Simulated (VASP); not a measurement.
# Hf (P6_3/mmc) in VASP: vibrations by perturbation theory with PBEsol

Aim: the vibrations by perturbation theory of Hf with PBEsol.

All numbers are computed with VASP 6.6.1; they aren't measurements. Logs are shortened: lines on timing, memory, paths and dates and some standing lists are left out, and cuts for length are marked.

### 1 The cell of the first run

It takes space group P6_3/mmc (No. 194, hexagonal). Conventional cell: a = 3.157 Å, b = 3.157 Å, c = 5.013 Å, α = 90.00°, β = 90.00°, γ = 120.00°. Hf (site symmetry -6m2) has 12 Hf at 3.10 to 3.16 Å within 4.1 Å.

### 2 Vibrations by perturbation theory, PBEsol

INCAR

```
SYSTEM = Hf
PREC = Accurate ; ENCUT = 520
EDIFF = 1E-8 ; ISMEAR = -1
SIGMA = 0.15 ; LREAL = .False.
LASPH = .True. ; NELM = 100
ALGO = Normal ; ISIF = 2
LWAVE = .False. ; LCHARG = .False.
GGA = PS ; IBRION = 8
NSW = 1
```

KPOINTS

```
regular mesh
0
Gamma
  18 18 8
  0 0 0
```

POSCAR

```
Hf
1.0
    3.1570857993      0.0000000000      0.0000000000
   -1.5785428996      2.7341165041      0.0000000000
    0.0000000000      0.0000000000      5.0133880004
Hf
2
Direct
    0.3333333333      0.6666666667      0.2500000000
    0.6666666667      0.3333333333      0.7500000000
```

Potentials or basis: VASP PAW PBE potentials, release 64 (Hf_pv).

Command:

```sh
$ cat potpaw_PBE.64/Hf_pv/POTCAR > POTCAR
$ mpirun -np 1 vasp_std > vasp.out
```

OUTCAR:

```text
SYSTEM = Hf
   PREC = Accurate
   ENCUT = 520
   EDIFF = 1E-8
   ISMEAR = -1
   LREAL = .False.
   LASPH = .True.
   NELM = 100
   ISIF = 2
   GGA = PS
   IBRION = 8
   NSW = 1

 ion  position               nearest neighbor table
   1  0.333  0.667  0.250-   2 3.10   2 3.10   2 3.10   2 3.10   2 3.10   2 3.10
   2  0.667  0.333  0.750-   1 3.10   1 3.10   1 3.10   1 3.10   1 3.10   1 3.10

  LATTYP: Found a hexagonal cell.
 ALAT       =     3.1570857993
 C/A-ratio  =     1.5879796493

  Lattice vectors:

 A1 = (   3.1570857993,   0.0000000000,   0.0000000000)
 A2 = (  -1.5785428996,   2.7341165041,   0.0000000000)
 A3 = (   0.0000000000,   0.0000000000,   5.0133880004)

Analysis of symmetry for initial positions (statically):
=====================================================================
 Subroutine PRICEL returns:
 Original cell was already a primitive cell.

 Routine SETGRP: Setting up the symmetry group for a
 hexagonal supercell.

 Subroutine GETGRP returns: Found 24 space group operations
 (whereof 12 operations were pure point group operations)
 out of a pool of 24 trial point group operations.

The static configuration has the point symmetry D_3d.
 The point group associated with its full space group is D_6h.

Analysis of symmetry for dynamics (positions and initial velocities):
=====================================================================
 Subroutine PRICEL returns:
 Original cell was already a primitive cell.

 Routine SETGRP: Setting up the symmetry group for a
 hexagonal supercell.

 Subroutine GETGRP returns: Found 24 space group operations
 (whereof 12 operations were pure point group operations)
 out of a pool of 24 trial point group operations.

The dynamic configuration has the point symmetry D_3d.
 The point group associated with its full space group is D_6h.

 Subroutine INISYM returns: Found 24 space group operations
 (whereof 12 operations are pure point group operations),
 and found     1 'primitive' translations

----------------------------------------------------------------------------------------

                                     Primitive cell

  volume of cell :      43.2748

  direct lattice vectors                    reciprocal lattice vectors
     3.157085799  0.000000000  0.000000000     0.316747806  0.182874431  0.000000000
    -1.578542900  2.734116504  0.000000000     0.000000000  0.365748862  0.000000000
     0.000000000  0.000000000  5.013388000     0.000000000  0.000000000  0.199465910

  length of vectors
     3.157085799  3.157085799  5.013388000     0.365748862  0.365748862  0.199465910

  position of ions in fractional coordinates (direct lattice)
     0.333333333  0.666666667  0.250000000
     0.666666667  0.333333333  0.750000000

  ion indices of the primitive-cell ions
   primitive index   ion index
                 1           1
                 2           2

----------------------------------------------------------------------------------------

 KPOINTS: regular mesh

Automatic generation of k-mesh.
 Grid dimensions read from file:
 generate k-points for:   18   18    8

 Generating k-lattice:

  Cartesian coordinates                     Fractional coordinates (reciprocal lattice)
     0.017597100  0.010159691  0.000000000     0.055555556  0.000000000  0.000000000
     0.000000000  0.020319381  0.000000000     0.000000000  0.055555556  0.000000000
     0.000000000  0.000000000  0.024933239     0.000000000  0.000000000  0.125000000

  Length of vectors
     0.020319381  0.020319381  0.024933239

  Shift w.r.t. Gamma in fractional coordinates (k-lattice)
     0.000000000  0.000000000  0.000000000

 Subroutine IBZKPT returns following result:
 ===========================================

 Found    185 irreducible k-points:

 Following reciprocal coordinates:
            Coordinates               Weight
  0.000000  0.000000  0.000000      1.000000
  0.055556  0.000000  0.000000      6.000000
  0.111111  0.000000  0.000000      6.000000
  0.166667  0.000000  0.000000      6.000000
  0.222222  0.000000  0.000000      6.000000
  0.277778  0.000000  0.000000      6.000000
[... 16 lines left out ...]
  0.333333  0.111111  0.000000     12.000000
  0.388889  0.111111  0.000000     12.000000
 [... further k-points ...]
   k-points           NKPTS =    185   k-points in BZ     NKDIM =    185   number of bands    NBANDS=     14
   number of dos      NEDOS =    301   number of ions     NIONS =      2
[... 25 lines left out ...]
   TEBEG  =    0.0;   TEEND  =   0.0 temperature during run
   PSTRESS=    0.0 pullay stress
   NELECT =      20.0000    total number of electrons
   NUPDOWN=      -1.0000    fix difference up-down
   EMIN   =  10.00;   EMAX   =-10.00  energy-range for DOS
   EFERMI =   0.00;   METHOD = LEGACY
   ISMEAR =    -1;   SIGMA  =   0.15  broadening in eV -4-tet -1-fermi 0-gaus
   EFERMI_NEDOS =   21; number of points for ismear=-14 and -15
   IALGO  =     38    algorithm
   IMIX   =      4    mixing-type and parameters
     AMIX     =   0.40;   BMIX     =  1.00
     AMIX_MAG =   1.60;   BMIX_MAG =  1.00
  volume/ion in A,a.u.               =      21.64       146.02
  Fermi-wavevector in a.u.,A,eV,Ry     =   1.265727  2.391877 21.797403  1.602064
  Thomas-Fermi vector in A             =   2.398965
   LORBIT       =      0    0 simple, 1 ext, 2 COOP (PROOUT), +10 PAW based schemes
   GGA     = PS    functional components
   LHFCALC =     F    Hartree Fock is set to
   AEXX    =    0.0000 exact exchange contribution
   IVDW    =     0    specifies the selected vdW correction
   LEPSILON=     F    determine dielectric tensor
   LRPA    =     F    only Hartree local field effects (RPA)
 non-spin polarized calculation
  energy-cutoff  :      520.00
  volume of cell :       43.27
 maximum number of plane-waves:      1194
 NGX is ok and might be reduce to    24
   NGX = 11   NGY = 11   NGZ = 19

--------------------------------------- Ionic step        1  -------------------------------------------

 number of electron      19.9999996 magnetization

 Free energy of the ion-electron system (eV)
  ---------------------------------------------------
  ext. energy  EPLUGINS =         0.00000000
  ---------------------------------------------------
  free energy    TOTEN  =       -21.06856592 eV

  energy without entropy =      -20.93258289  energy(sigma->0) =      -21.00057441

 E-fermi :   4.9470     XC(G=0): -11.5443

 val. band max:        4.9334178650   @ k =   0.1667   0.0000   0.0000
 cond. band min:       4.9478027597   @ k =   0.0000   0.0000   0.3750
 fundamental gap:      0.0143848947
 Fermi energy:         4.9469801058

 k-point     1 :       0.0000    0.0000    0.0000
  band No.  band energies     occupation
      1     -26.0006      2.00000
      2     -25.1749      2.00000
      3     -25.1749      2.00000
      4     -25.0346      2.00000
      5     -25.0346      2.00000
      6     -25.0310      2.00000
      7      -2.5109      2.00000
      8       1.1585      2.00000
      9       5.7548      0.00912
     10       6.1723      0.00057
     11       6.1723      0.00057
     12       6.4244      0.00011
     13       7.0196      0.00000
     14       7.0196      0.00000
[... 377 lines left out ...]
      1     -25.7860      2.00000
      2     -25.6296      2.00000
      3     -25.5902      2.00000
      4     -25.4063      2.00000
      5     -25.2737      2.00000
      6     -25.1843      2.00000
      7       1.6681      2.00000
      8       2.5039      2.00000
      9       2.7468      2.00000
     10       4.1030      1.99282
     11       5.5836      0.02830
     12       5.9108      0.00323
     13       6.6350      0.00003
     14      10.2449      0.00000

 [... further k-points ...]

------------------------ aborting loop because EDIFF is reached ----------------------------------------

  FORCE on cell =-STRESS in cart. coord.  units (eV):
  Direction    XX          YY          ZZ          XY          YZ          ZX
  --------------------------------------------------------------------------------------
  -------------------------------------------------------------------------------------
  Total       -0.0939274     -0.0939274     -0.1191004     -0.0000000      0.0000000     -0.0000000
  in kB       -3.4775067     -3.4775067     -4.4094981     -0.0000000      0.0000000     -0.0000000
  external PRESSURE =      -3.7881705 kB  Pullay stress =       0.0000000 kB

 VOLUME and BASIS-vectors are now :
 -----------------------------------------------------------------------------
  energy-cutoff  :      520.00
  volume of cell :       43.27
      direct lattice vectors                 reciprocal lattice vectors
     3.157085799  0.000000000  0.000000000     0.316747806  0.182874431  0.000000000
    -1.578542900  2.734116504  0.000000000     0.000000000  0.365748862  0.000000000
     0.000000000  0.000000000  5.013388000     0.000000000  0.000000000  0.199465910

 POSITION                                       TOTAL-FORCE (eV/Angst)
 -----------------------------------------------------------------------------------
     -0.00000      1.82274      1.25335        -0.000000     -0.000000      0.000000
      1.57854      0.91137      3.76004         0.000000      0.000000      0.000000
 -----------------------------------------------------------------------------------
    total drift:                               -0.000000      0.000000     -0.000000

  FREE ENERGIE OF THE ION-ELECTRON SYSTEM (eV)
  ---------------------------------------------------
  free  energy   TOTEN  =       -21.0685659184 eV

  energy  without entropy=      -20.9325828918  energy(sigma->0) =      -21.00057441

[... ionic steps 2 to 3 ...]

--------------------------------------- Ionic step        4  -------------------------------------------

------------------------ aborting loop because EDIFF is reached ----------------------------------------

[... ionic steps 5 to 5 ...]

--------------------------------------- Ionic step        6  -------------------------------------------

 Free energy of the ion-electron system (eV)
  ---------------------------------------------------
  ---------------------------------------------------
  free energy    TOTEN  =        -0.25153392 eV

  energy without entropy =       -0.25153392

------------------------ aborting loop because EDIFF is reached ----------------------------------------

 INTERNAL STRAIN TENSOR  FOR ION    1  DIRECTION 3   (eV/Angst):
 -----------------------------------------------------------------------------
     0.04518  0.00000  0.00000
     0.00000  0.04518  0.00000
     0.00000  0.00000 -0.08626

 INTERNAL STRAIN TENSOR FOR ION    2 for displacements in x,y,z  (eV/Angst):
          X           Y           Z          XY          YZ          ZX
  --------------------------------------------------------------------------------
  x     0.00000    -0.00000     0.00000     3.10459     0.00000     0.00000
  y     3.10459    -3.10459    -0.00000    -0.00000     0.00000     0.00000
  z     0.00000    -0.00000     0.00000     0.00000    -0.00000    -0.00000

 SECOND DERIVATIVES (NOT SYMMETRIZED)
 ------------------------------------
               1X          1Y          1Z          2X          2Y          2Z
  1X    -1.665926   -0.000000    0.000000    1.665926    0.000000    0.000000
  1Y    -0.000000   -1.665926    0.000000    0.000000    1.665926    0.000000
  1Z     0.000000    0.000000   -4.000527    0.000000   -0.000000    4.000527
  2X     1.665926    0.000000    0.000000   -1.665926   -0.000000    0.000000
  2Y     0.000000    1.665926    0.000000   -0.000000   -1.665926    0.000000
  2Z     0.000000   -0.000000    4.000527    0.000000    0.000000   -4.000527

 Eigenvectors and eigenvalues of the dynamical matrix
 ----------------------------------------------------

   1 f  =    3.309919 THz    20.796835 2PiTHz  110.407019 cm-1    13.688720 meV
             X         Y         Z           dx          dy          dz
     -0.000000  1.822744  1.253347     0.000000   -0.000000    0.707107
      1.578543  0.911372  3.760041     0.000000   -0.000000   -0.707107
[... 16 lines left out ...]
   5 f  =    0.000000 THz     0.000000 2PiTHz    0.000000 cm-1     0.000000 meV
             X         Y         Z           dx          dy          dz
     -0.000000  1.822744  1.253347     0.705949    0.040443    0.000204
      1.578543  0.911372  3.760041     0.705949    0.040443    0.000204

   6 f/i=    0.000000 THz     0.000000 2PiTHz    0.000001 cm-1     0.000000 meV
             X         Y         Z           dx          dy          dz
     -0.000000  1.822744  1.253347    -0.000040   -0.002856    0.707101
      1.578543  0.911372  3.760041    -0.000040   -0.002856    0.707101

--------------------------------------------------------------------------------------------------------

 ELASTIC MODULI CONTR FROM IONIC RELAXATION (kBar)
 Direction    XX          YY          ZZ          XY          YZ          ZX
 --------------------------------------------------------------------------------
 XX        -214.2046    214.2046      0.0000     -0.0000      0.0000      0.0000
 YY         214.2046   -214.2046     -0.0000     -0.0000     -0.0000     -0.0000
 ZZ           0.0000     -0.0000     -0.0000     -0.0000      0.0000      0.0000
 XY          -0.0000     -0.0000     -0.0000   -214.2046      0.0000      0.0000
 YZ           0.0000     -0.0000      0.0000      0.0000     -0.0000     -0.0000
 ZX           0.0000     -0.0000      0.0000      0.0000     -0.0000     -0.0000
 --------------------------------------------------------------------------------
```

It took 7.4 min on 1 thread of Intel Xeon 6975P-C (Granite Rapids), shared host; peak memory 0.98 GiB.

What came out:

| Item | Value |
| --- | --- |
| Highest phonon frequency at Γ | 110 cm⁻¹ |

Phonon frequencies in cm⁻¹ (negative: imaginary):
```tsv
q point	frequencies
(0.000, 0.000, 0.000)	0 0 0 71 71 110
```

Caveat: the PAW data sets were made with another functional, which shifts forces and pressure a little; spin-orbit coupling is left out, which moves the levels of the heavy elements.
